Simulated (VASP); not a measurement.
# Zr5N (P-6m2) in VASP: notebook, part 2 of 2

VASP 6.6.1. Earlier steps stand in the parts before.

## (4) Single point, PBE

This run uses another cell than the first one, of 19.77 Å³/atom, 1.039 times its volume.

Contents of INCAR:

```
SYSTEM = Zr5N
PREC = Accurate ; ENCUT = 520
EDIFF = 1E-6 ; ISMEAR = 0
SIGMA = 0.1 ; LREAL = .False.
LASPH = .True. ; NELM = 60
ALGO = Normal ; ISIF = 2
LWAVE = .False. ; LCHARG = .False.
GGA = PE ; NBANDS = 42
```

Contents of KPOINTS:

```
Automatic mesh
0
Gamma
  6 6 2
  0 0 0
```

Contents of POSCAR:

```
Zr5N
1.0
    3.1655278322      0.0000000000      0.0000000000
   -1.5827639161      2.7414275191      0.0000000000
    0.0000000000      0.0000000000     13.6661918974
Zr N
5 1
Direct
    0.6666666667      0.3333333333      0.8928994370
    0.3333333333      0.6666666667      0.6938317296
    0.6666666667      0.3333333333      0.5000000000
    0.3333333333      0.6666666667      0.3061682704
    0.6666666667      0.3333333333      0.1071005630
    0.3333333333      0.6666666667      0.0000000000
```

Potentials or basis: VASP PAW PBE potentials, release 64 (Zr_sv, N).

On the command line:

```
$ cat potpaw_PBE.64/Zr_sv/POTCAR potpaw_PBE.64/N/POTCAR > POTCAR
$ mpirun -np 1 vasp_std > vasp.out
```

OUTCAR:

```text
SYSTEM = Zr5N
   PREC = Accurate
   ENCUT = 520
   EDIFF = 1E-6
   ISMEAR = 0
   LREAL = .False.
   LASPH = .True.
   NELM = 60
   ISIF = 2
   GGA = PE

 ion  position               nearest neighbor table
   1  0.667  0.333  0.893-   6 2.34   6 2.34   6 2.34   5 2.93   2 3.28   2 3.28   2 3.28
   2  0.333  0.667  0.694-   3 3.22   3 3.22   3 3.22   1 3.28   1 3.28   1 3.28
   3  0.667  0.333  0.500-   2 3.22   4 3.22   2 3.22   4 3.22   2 3.22   4 3.22
   4  0.333  0.667  0.306-   3 3.22   3 3.22   3 3.22   5 3.28   5 3.28   5 3.28
   5  0.667  0.333  0.107-   6 2.34   6 2.34   6 2.34   1 2.93   4 3.28   4 3.28   4 3.28
   6  0.333  0.667  0.000-   1 2.34   5 2.34   1 2.34   5 2.34   1 2.34   5 2.34

  LATTYP: Found a hexagonal cell.
 ALAT       =     3.1655278322
 C/A-ratio  =     4.3171921467

  Lattice vectors:

 A1 = (   3.1655278322,   0.0000000000,   0.0000000000)
 A2 = (  -1.5827639161,   2.7414275191,   0.0000000000)
 A3 = (   0.0000000000,   0.0000000000,  13.6661918974)

Analysis of symmetry for initial positions (statically):
=====================================================================
 Subroutine PRICEL returns:
 Original cell was already a primitive cell.

 Routine SETGRP: Setting up the symmetry group for a
 hexagonal supercell.

 Subroutine GETGRP returns: Found 12 space group operations
 (whereof 12 operations were pure point group operations)
 out of a pool of 24 trial point group operations.

The static configuration has the point symmetry D_3h.

Analysis of symmetry for dynamics (positions and initial velocities):
=====================================================================
 Subroutine PRICEL returns:
 Original cell was already a primitive cell.

 Routine SETGRP: Setting up the symmetry group for a
 hexagonal supercell.

 Subroutine GETGRP returns: Found 12 space group operations
 (whereof 12 operations were pure point group operations)
 out of a pool of 24 trial point group operations.
[... 120 lines left out ...]
  Fermi-wavevector in a.u.,A,eV,Ry     =   1.339746  2.531753 24.421361  1.794919
  Thomas-Fermi vector in A             =   2.468114
   LORBIT       =      0    0 simple, 1 ext, 2 COOP (PROOUT), +10 PAW based schemes
   GGA     = PE    functional components
   LHFCALC =     F    Hartree Fock is set to
   AEXX    =    0.0000 exact exchange contribution
   IVDW    =     0    specifies the selected vdW correction
   LEPSILON=     F    determine dielectric tensor
   LRPA    =     F    only Hartree local field effects (RPA)
 non-spin polarized calculation
 Gauss-broadening in eV      SIGMA  =   0.10
  energy-cutoff  :      520.00
  volume of cell :      118.60
 maximum number of plane-waves:      3216
 NGX is ok and might be reduce to    24
   NGX = 11   NGY = 11   NGZ = 51

 number of electron      65.0000000 magnetization

 Free energy of the ion-electron system (eV)
  ---------------------------------------------------
  ext. energy  EPLUGINS =         0.00000000
  ---------------------------------------------------
  free energy    TOTEN  =       -53.32475437 eV

  energy without entropy =      -53.29345502  energy(sigma->0) =      -53.30910469

 E-fermi :   9.1480     XC(G=0): -11.3174

 val. band max:        9.1306451797   @ k =   0.3333  -0.0000   0.5000
 cond. band min:       9.2037245009   @ k =   0.1667  -0.0000   0.5000
 fundamental gap:      0.0730793212
 Fermi energy:         9.1480216972

 k-point     1 :       0.0000    0.0000    0.0000
  band No.  band energies     occupation
      1     -39.5814      2.00000
      2     -39.5289      2.00000
      3     -39.4783      2.00000
      4     -39.4270      2.00000
      5     -39.4250      2.00000
      6     -18.0202      2.00000
[... 619 lines left out ...]
     41      12.2513      0.00000
     42      12.3581      0.00000

------------------------ aborting loop because EDIFF is reached ----------------------------------------

  FORCE on cell =-STRESS in cart. coord.  units (eV):
  Direction    XX          YY          ZZ          XY          YZ          ZX
  --------------------------------------------------------------------------------------
  -------------------------------------------------------------------------------------
  Total       -0.0462139     -0.0462139      0.1918719      0.0000000      0.0000000     -0.0000000
  in kB       -0.6243283     -0.6243283      2.5920989      0.0000000      0.0000000     -0.0000000
  external PRESSURE =       0.4478141 kB  Pullay stress =       0.0000000 kB

 VOLUME and BASIS-vectors are now :
 -----------------------------------------------------------------------------
  energy-cutoff  :      520.00
  volume of cell :      118.60
      direct lattice vectors                 reciprocal lattice vectors
     3.165527832  0.000000000  0.000000000     0.315903083  0.182386730  0.000000000
    -1.582763916  2.741427519  0.000000000     0.000000000  0.364773459  0.000000000
     0.000000000  0.000000000 13.666191897     0.000000000  0.000000000  0.073173274

 POSITION                                       TOTAL-FORCE (eV/Angst)
 -----------------------------------------------------------------------------------
      1.58276      0.91381     12.20254        -0.000000     -0.000000     -0.029835
     -0.00000      1.82762      9.48204        -0.000000      0.000000      0.006798
      1.58276      0.91381      6.83310         0.000000     -0.000000      0.000000
     -0.00000      1.82762      4.18415        -0.000000     -0.000000     -0.006798
      1.58276      0.91381      1.46366        -0.000000      0.000000      0.029835
     -0.00000      1.82762      0.00000         0.000000      0.000000      0.000000
 -----------------------------------------------------------------------------------
    total drift:                               -0.000000      0.000000      0.000000

  FREE ENERGIE OF THE ION-ELECTRON SYSTEM (eV)
  ---------------------------------------------------
  free  energy   TOTEN  =       -53.3247543677 eV

  energy  without entropy=      -53.2934550192  energy(sigma->0) =      -53.30910469
```

Wall time 76 s (1 thread of Intel Xeon Platinum 8375C at 2.90GHz (Ice Lake), shared host); peak memory 0.25 GiB.

What came out:

* Free energy: -53.3248 eV
* Pressure: 0.0 GPa
* Largest force: 0.030 eV/Å

Forces in eV/Å, atoms in the order of the input:
```
Zr   0.000  0.000 -0.030
Zr   0.000  0.000  0.007
Zr   0.000  0.000  0.000
Zr   0.000  0.000 -0.007
Zr   0.000  0.000  0.030
N    0.000  0.000  0.000
```

Stress tensor (GPa, compression positive):
```
-0.06  0.00  0.00
 0.00 -0.06  0.00
 0.00  0.00  0.26
```

Levels at points of the mesh, in eV from the Fermi level:
```csv
k point,band 30,band 31,band 32,band 33,band 34,band 35,band 36,band 37
"(0.00, 0.00, 0.00)",-0.43,0.42,0.43,0.95,0.95,1.06,1.06,1.37
"(0.50, 0.00, 0.00)",-1.19,-1.09,-0.39,-0.29,1.02,1.23,1.27,1.58
"(0.00, 0.00, 0.50)",-0.35,0.33,0.34,0.97,0.97,1.15,1.15,1.19
"(0.50, 0.00, 0.50)",-1.37,-0.85,-0.58,0.19,0.79,1.29,1.32,1.33
```

Caveat: the k points lie up to 0.38 Å⁻¹ apart.

## (5) Relaxation of cell and atoms, PBE

Contents of INCAR:

```
SYSTEM = Zr5N
ALGO     = Normal         ! electronic algorithm
EDIFF    = 1E-6           ! SCF threshold, eV
EDIFFG   = -0.04          ! ionic threshold
ENCUT    = 600            ! plane-wave cutoff, eV
GGA      = PE             ! functional
IBRION   = 2              ! ionic algorithm
ISIF     = 3              ! what is computed and relaxed
ISMEAR   = 0              ! smearing method
LASPH    = .True.         ! aspherical terms in the spheres
LCHARG   = .False.        ! write CHGCAR
LREAL    = .False.        ! projectors in reciprocal space
LWAVE    = .False.        ! write WAVECAR
NELM     = 60             ! most SCF steps
NSW      = 90             ! ionic steps
PREC     = Accurate       ! precision mode
SIGMA    = 0.1            ! smearing width, eV
```

Contents of KPOINTS:

```
k-points
0
Gamma
  6 6 1
  0 0 0
```

Contents of POSCAR:

```
Zr5N
1.0
    2.9506380600      0.0000000000      0.0000000000
   -1.4753190300      2.5553275100      0.0000000000
    0.0000000000      0.0000000000     15.1453773200
Zr N
5 1
Direct
    0.6666666700      0.3333333300      0.8184250000
    0.3333333300      0.6666666700      0.6598208500
    0.6666666700      0.3333333300      0.5000000000
    0.3333333300      0.6666666700      0.3401791500
    0.6666666700      0.3333333300      0.1815750000
    0.3333333300      0.6666666700      0.0000000000
```

On the command line:

```
$ cat potpaw_PBE.64/Zr_sv/POTCAR potpaw_PBE.64/N/POTCAR > POTCAR
$ mpirun -np 1 vasp_std > vasp.out
```

It took 15 min on 1 thread of Intel Xeon Platinum 8375C at 2.90GHz (Ice Lake), shared host; peak memory 0.27 GiB.

It converged, with:

```yaml
Free_energy: -53.4425 eV
Relaxed_volume: 19.80 Å³/atom
Relaxed_cell: a = 3.180 Å, b = 3.180 Å, c = 13.561 Å, α = 90.00°, β = 90.00°, γ = 120.00°
Space_group_after_relaxing_to_0.05_Å: P-6m2 (No. 187)
Energy_gained_by_relaxing: 1509.1 meV/atom
Ionic_steps: 23
Pressure_after_relaxing: 0.0 GPa
Largest_force_after_relaxing: 0.039 eV/Å
```

Forces in eV/Å, atoms in the order of the input:
```
Zr   0.000  0.000 -0.019
Zr   0.000  0.000 -0.039
Zr   0.000  0.000  0.000
Zr   0.000  0.000  0.039
Zr   0.000  0.000  0.019
N    0.000  0.000  0.000
```

Stress tensor (GPa, compression positive):
```
-0.10  0.00  0.00
 0.00 -0.10  0.00
 0.00  0.00  0.06
```

Step by step:
```csv
step,energy change (eV),largest force (eV/Å),pressure (GPa),volume (Å³)
1,0.0000,3.6520,16.25,114.19
2,-1.5105,1.6930,-10.28,148.86
3,-1.7162,2.1137,-5.30,138.50
4,-3.0970,2.8809,-5.59,134.09
5,-5.8009,1.8913,2.75,116.43
6,-5.7589,3.6906,-1.56,121.26
7,-5.8910,2.6799,0.47,118.33
8,-6.4831,1.6000,4.06,116.31
9,-6.4920,1.5700,3.51,116.49
10,-7.8435,1.5550,1.27,119.51
11,-5.9709,9.5100,9.99,125.23
12,-8.0904,4.2286,2.54,122.23
13,-8.7382,0.4708,-6.93,128.27
14,-8.7816,1.0835,-5.53,127.12
15,-8.9947,0.6381,1.11,118.27
16,-8.9949,0.6485,0.95,118.46
17,-9.0401,0.1342,0.07,118.76
18,-9.0477,0.1612,-0.38,118.93
19,-9.0531,0.0905,0.42,118.30
20,-9.0532,0.0900,0.35,118.35
21,-9.0542,0.0664,-0.11,118.86
22,-9.0542,0.0664,-0.13,118.86
23,-9.0546,0.0395,-0.05,118.79
```

Final structure:
```
Zr N
1.0
     3.18039    0.00000    0.00000
    -1.59019    2.75429    0.00000
     0.00000    0.00000   13.56138
Zr N
5 1
Cartesian
  1.5902 0.9181 12.1051
  0.0000 1.8362 9.4200
  1.5902 0.9181 6.7807
  0.0000 1.8362 4.1414
  1.5902 0.9181 1.4562
  0.0000 1.8362 0.0000
```

Levels at points of the mesh, in eV from the Fermi level:
```csv
k point,band 29,band 30,band 31,band 32,band 33,band 34,band 35,band 36
"(0.00, 0.00, 0.00)",-0.43,-0.31,0.53,0.56,0.97,0.97,1.08,1.08
"(0.50, 0.00, 0.00)",-1.35,-1.13,-1.01,-0.30,-0.25,1.09,1.23,1.34
```

Caveat: the k points lie up to 0.46 Å⁻¹ apart in the final cell.

## (6) Single point, PBE

This run uses another cell than the first one, of 19.82 Å³/atom, 1.041 times its volume.

Contents of INCAR:

```
SYSTEM = Zr5N
  PREC = Accurate
  ENCUT = 520
  EDIFF = 1E-6
  ISMEAR = 0
  SIGMA = 0.1
  LREAL = .FALSE.
  LASPH = .TRUE.
  NELM = 60
  ALGO = Normal
  ISIF = 2
  LWAVE = .FALSE.
  LCHARG = .FALSE.
  GGA = PE
  NBANDS = 42
```

Contents of KPOINTS:

```
regular mesh
0
G
  12 12 4
  0 0 0
```

Contents of POSCAR:

```
Zr5N
1.0
    3.1832403060      0.0000000000      0.0000000000
   -1.5916201530      2.7567669714      0.0000000000
    0.0000000000      0.0000000000     13.5527865740
Zr N
5 1
Direct
    0.6666666667      0.3333333333      0.8926476124
    0.3333333333      0.6666666667      0.6921475724
    0.6666666667      0.3333333333      0.5000000000
    0.3333333333      0.6666666667      0.3078524276
    0.6666666667      0.3333333333      0.1073523876
    0.3333333333      0.6666666667      0.0000000000
```

Potentials or basis: VASP PAW PBE potentials, release 64 (Zr_sv, N).

On the command line:

```
$ cat potpaw_PBE.64/Zr_sv/POTCAR potpaw_PBE.64/N/POTCAR > POTCAR
$ mpirun -np 1 vasp_std > vasp.out
```

OUTCAR:

```text
SYSTEM = Zr5N
   PREC = Accurate
   ENCUT = 520
   EDIFF = 1E-6
   ISMEAR = 0
   LREAL = .FALSE.
   LASPH = .TRUE.
   NELM = 60
   ISIF = 2
   GGA = PE

 ion  position               nearest neighbor table
   1  0.667  0.333  0.893-   6 2.34   6 2.34   6 2.34   5 2.91   2 3.28   2 3.28   2 3.28
   2  0.333  0.667  0.692-   3 3.19   3 3.19   3 3.19   1 3.28   1 3.28   1 3.28
   3  0.667  0.333  0.500-   2 3.19   4 3.19   2 3.19   4 3.19   2 3.19   4 3.19
   4  0.333  0.667  0.308-   3 3.19   3 3.19   3 3.19   5 3.28   5 3.28   5 3.28
   5  0.667  0.333  0.107-   6 2.34   6 2.34   6 2.34   1 2.91   4 3.28   4 3.28   4 3.28
   6  0.333  0.667  0.000-   1 2.34   5 2.34   1 2.34   5 2.34   1 2.34   5 2.34

  LATTYP: Found a hexagonal cell.
 ALAT       =     3.1832403060
 C/A-ratio  =     4.2575442854

  Lattice vectors:

 A1 = (   3.1832403060,   0.0000000000,   0.0000000000)
 A2 = (  -1.5916201530,   2.7567669714,   0.0000000000)
 A3 = (   0.0000000000,   0.0000000000,  13.5527865740)

Analysis of symmetry for initial positions (statically):
=====================================================================
 Subroutine PRICEL returns:
[... 185 lines left out ...]
 Fermi energy:         9.1247213902

 k-point     1 :       0.0000    0.0000    0.0000
  band No.  band energies     occupation
      1     -39.6253      2.00000
      2     -39.5643      2.00000
      3     -39.5527      2.00000
      4     -39.4708      2.00000
      5     -39.4446      2.00000
      6     -18.1016      2.00000
[... 1069 lines left out ...]
     41      12.2615      0.00000
     42      12.6624      0.00000

 [... further k-points ...]

------------------------ aborting loop because EDIFF is reached ----------------------------------------

  FORCE on cell =-STRESS in cart. coord.  units (eV):
  Direction    XX          YY          ZZ          XY          YZ          ZX
  --------------------------------------------------------------------------------------
  -------------------------------------------------------------------------------------
  Total        0.0454334      0.0454334      0.0441208      0.0000000      0.0000000      0.0000000
  in kB        0.6120509      0.6120509      0.5943684      0.0000000      0.0000000      0.0000000
  external PRESSURE =       0.6061567 kB  Pullay stress =       0.0000000 kB

 VOLUME and BASIS-vectors are now :
 -----------------------------------------------------------------------------
  energy-cutoff  :      520.00
  volume of cell :      118.93
      direct lattice vectors                 reciprocal lattice vectors
     3.183240306  0.000000000  0.000000000     0.314145306  0.181371877  0.000000000
    -1.591620153  2.756766971  0.000000000     0.000000000  0.362743754  0.000000000
     0.000000000  0.000000000 13.552786574     0.000000000  0.000000000  0.073785564

 POSITION                                       TOTAL-FORCE (eV/Angst)
 -----------------------------------------------------------------------------------
      1.59162      0.91892     12.09786         0.000000     -0.000000     -0.021798
     -0.00000      1.83784      9.38053         0.000000      0.000000     -0.001172
      1.59162      0.91892      6.77639        -0.000000     -0.000000      0.000000
     -0.00000      1.83784      4.17226         0.000000     -0.000000      0.001172
      1.59162      0.91892      1.45492         0.000000      0.000000      0.021798
     -0.00000      1.83784      0.00000        -0.000000     -0.000000      0.000000
 -----------------------------------------------------------------------------------
    total drift:                               -0.000000      0.000000      0.000000

  FREE ENERGIE OF THE ION-ELECTRON SYSTEM (eV)
  ---------------------------------------------------
  free  energy   TOTEN  =       -53.2988138362 eV

  energy  without entropy=      -53.2695089310  energy(sigma->0) =      -53.28416138
```

OSZICAR:

```text
N       E                     dE             d eps       ncg     rms          rms(c)
DAV:   1     0.683500750768E+03    0.68350E+03   -0.34443E+04  4804   0.154E+03
DAV:   2     0.527436158215E+01   -0.67823E+03   -0.65668E+03  5316   0.467E+02
DAV:   3    -0.537199505565E+02   -0.58994E+02   -0.57296E+02  7822   0.103E+02
DAV:   4    -0.581369069601E+02   -0.44170E+01   -0.43953E+01  7136   0.252E+01
DAV:   5    -0.583380098511E+02   -0.20110E+00   -0.20103E+00  6780   0.467E+00    0.274E+01
DAV:   6    -0.537469682997E+02    0.45910E+01   -0.30481E+01  6122   0.186E+01    0.116E+01
DAV:   7    -0.550950680614E+02   -0.13481E+01   -0.94021E+00  7168   0.162E+01    0.744E+00
DAV:   8    -0.536353453542E+02    0.14597E+01   -0.59991E+00  6306   0.972E+00    0.422E+00
DAV:   9    -0.533444981065E+02    0.29085E+00   -0.16536E+00  6670   0.521E+00    0.177E+00
DAV:  10    -0.533003403793E+02    0.44158E-01   -0.30165E-01  6488   0.290E+00    0.116E+00
DAV:  11    -0.532994030519E+02    0.93733E-03   -0.40199E-02  6300   0.119E+00    0.224E-01
DAV:  12    -0.532988135073E+02    0.58954E-03   -0.34907E-03  7264   0.354E-01    0.789E-02
DAV:  13    -0.532987988527E+02    0.14655E-04   -0.42675E-04  6860   0.115E-01    0.271E-02
DAV:  14    -0.532988128958E+02   -0.14043E-04   -0.37434E-05  6816   0.318E-02    0.752E-03
DAV:  15    -0.532988143236E+02   -0.14279E-05   -0.21510E-06  4348   0.103E-02    0.367E-03
DAV:  16    -0.532988138362E+02    0.48746E-06   -0.36784E-07  3140   0.375E-03
   1 F= -.53298814E+02 E0= -.53284161E+02  d E =-.293049E-01
```

stdout:

```text
POSCAR found type information on POSCAR ZrN
 POSCAR found :  2 types and       6 ions
 scaLAPACK will be used
 LDA part: xc-table for (Slater+PW92), standard interpolation
 POSCAR, INCAR and KPOINTS ok, starting setup
 FFT: planning ... GRIDC
 FFT: planning ... GRID_SOFT
 FFT: planning ... GRID
 WAVECAR not read
 entering main loop
```

Run time: 4.3 min. Hardware: 1 thread of Intel Xeon Platinum 8375C at 2.90GHz (Ice Lake), shared host; peak memory 0.37 GiB.

Results:

```
Free energy   : -53.2988 eV
Pressure      : 0.1 GPa
Largest force : 0.022 eV/Å
```

Forces on the atoms (eV/Å):
```
Zr   0.000  0.000 -0.022
Zr   0.000  0.000 -0.001
Zr   0.000  0.000  0.000
Zr   0.000  0.000  0.001
Zr   0.000  0.000  0.022
N    0.000  0.000  0.000
```

## (7) The runs side by side

```csv
task,cell,k mesh,cutoff (eV),gap on the mesh (eV),pressure (GPa),largest force (eV/Å)
single point,"a = 2.951, b = 2.951, c = 15.145 Å, angles 90.0, 90.0, 120.0°, 6 atoms",6 × 6 × 1,520,none,16.3,3.65
single point,"a = 3.176, b = 3.176, c = 13.577 Å, angles 90.0, 90.0, 120.0°, 6 atoms",6 × 6 × 1,520,none,0.1,-
single point,"a = 3.166, b = 3.166, c = 13.666 Å, angles 90.0, 90.0, 120.0°, 6 atoms",6 × 6 × 2,520,none,0.0,0.03
relaxation of cell and atoms,"relaxed from a = 2.951, b = 2.951, c = 15.145 Å, angles 90.0, 90.0, 120.0°, 6 atoms",6 × 6 × 1,600,none,0.0,0.04
single point,"a = 3.183, b = 3.183, c = 13.553 Å, angles 90.0, 90.0, 120.0°, 6 atoms",12 × 12 × 4,520,none,0.1,0.02
```

Alike in all rows: level PBE; potentials or basis VASP PAW PBE potentials, release 64 (Zr_sv, N); no spin polarisation; smearing gaussian 0.1 eV.

Caveats: some runs use coarse meshes; forces of over 1 eV/Å act on the atoms, so gaps and moduli don't describe the material at rest (some runs).

Absolute energies hang on the potentials; compare differences alone.
